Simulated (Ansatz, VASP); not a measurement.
## One calculation of AlCo, two programs

INCAR

```
PREC = Accurate ; ENCUT = 520
EDIFF = 1E-7 ; ISMEAR = 0
SIGMA = 0.15 ; LREAL = False
LASPH = True ; NELM = 100
ALGO = Normal ; ISIF = 2
LWAVE = False ; LCHARG = False
GGA = PS ; NBANDS = 13
```

The input KPOINTS:

```
regular mesh
0
Gamma
  16 16 16
```

POSCAR

```
AlCo
1.0
    2.8194032100      0.0000000000      0.0000000000
    0.0000000000      2.8194032100      0.0000000000
    0.0000000000      0.0000000000      2.8194032100
Al Co
1 1
Direct
    0.0000000000      0.0000000000      0.0000000000
    0.5000000000      0.5000000000      0.4290630020
```

Input for Ansatz:

```yaml
crystal:
  lattice:
    - [2.81940321, 0.0, 0.0]
    - [0.0, 2.81940321, 0.0]
    - [0.0, 0.0, 2.81940321]
  atoms:
    - { symbol: Al, position: [0.0, 0.0, 0.0] }
    - { symbol: Co, position: [0.5, 0.5, 0.429063002] }
basis:
  ecutwfc: 420
kpoints:
  mp_grid: { grid: [16, 16, 16] }
hamiltonian:
  xc: pbesol
scf:
  occupations: { method: gaussian, width: 0.15 }
output:
  forces: true
  stress: true
  eigenvalues: true
```

Alike in both runs: task single point; functional PBEsol; k mesh 16 × 16 × 16; occupations gaussian, width 0.15 eV; no spin polarisation.

|  | VASP | Ansatz |
| --- | --- | --- |
| version | VASP 6.6.1 | Ansatz 0.2.0 |
| potentials or method | VASP PAW PBE potentials, release 64 (Al, Co), cutoff 520 eV | scalar-relativistic, plane waves, PAW |
| valence electrons in the cell | 12 | 20 |

VASP gave:

* gap on the k mesh at the Fermi level (eV): none
* pressure (GPa): 4.1
* traceless stress, the component that is largest in VASP (GPa): -1.81
* rms of the force components (eV/Å): 0.922

What did Ansatz give for the same quantities?

gap on the k mesh at the Fermi level (eV): none; pressure (GPa): 4.0; traceless stress, the component that is largest in VASP (GPa): -1.78; rms of the force components (eV/Å): 0.916.

VASP's potentials were made for PBE, not for PBEsol. Atom by atom the forces differ by 0.006 eV/Å (rms over components). A gap of «none» marks a metal or a gap that the smearing closes. VASP's potentials hold 12 valence electrons a cell and Ansatz's 20, so a difference there can come from the potentials and not from the codes.
